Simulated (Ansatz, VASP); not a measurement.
# One calculation of Ca, two programs

The input INCAR:

```
PREC = Accurate ; ENCUT = 520
EDIFF = 1E-6 ; ISMEAR = 0
SIGMA = 0.15 ; LREAL = False
LASPH = True ; NELM = 60
ALGO = Normal ; ISIF = 2
LWAVE = False ; LCHARG = False
GGA = PS ; NBANDS = 11
```

The input KPOINTS:

```
regular mesh
0
Gamma
  14 14 14
```

File POSCAR:

```
Ca
1.0
    0.0000000000      2.7522870000      2.8780260000
    2.7522870000      0.0000000000      2.8780260000
    2.7522870000      2.7522870000      0.0000000000
Ca
1
Direct
    0.0000000000      0.0000000000      0.0000000000
```

Input for Ansatz:

```yaml
crystal:
  lattice:
    - [0.0, 2.752287, 2.878026]
    - [2.752287, 0.0, 2.878026]
    - [2.752287, 2.752287, 0.0]
  atoms:
    - { symbol: Ca, position: [0.0, 0.0, 0.0] }
basis:
  ecutwfc: 420
kpoints:
  mp_grid: { grid: [14, 14, 14] }
hamiltonian:
  xc: pbesol
scf:
  occupations: { method: gaussian, width: 0.15 }
output:
  forces: true
  stress: true
  eigenvalues: true
```

Change from the starting cell: strain -0.015 along x and y, +0.030 along z, atoms carried along.

Alike in both runs: task single point; functional PBEsol; k mesh 14 × 14 × 14; occupations gaussian, width 0.15 eV; no spin polarisation.

|  | VASP | Ansatz |
| --- | --- | --- |
| version | VASP 6.6.1 | Ansatz 0.2.0 |
| potentials or method | VASP PAW PBE potentials, release 64 (Ca_sv), cutoff 520 eV | scalar-relativistic, plane waves, PAW |
| valence electrons in the cell | 10 | 10 |

|  | VASP | Ansatz | Ansatz less VASP |
| --- | --- | --- | --- |
| gap on the k mesh at the Fermi level (eV) | none | none | - |
| pressure (GPa) | -1.2 | -1.2 | +0.01 |
| traceless stress, the component that is largest in VASP (GPa) | -0.28 | -0.28 | 0.000 |

VASP's potentials were made for PBE, not for PBEsol. A gap of «none» marks a metal or a gap that the smearing closes. With one functional, cell and mesh, what is left measures potentials, basis and numerics.
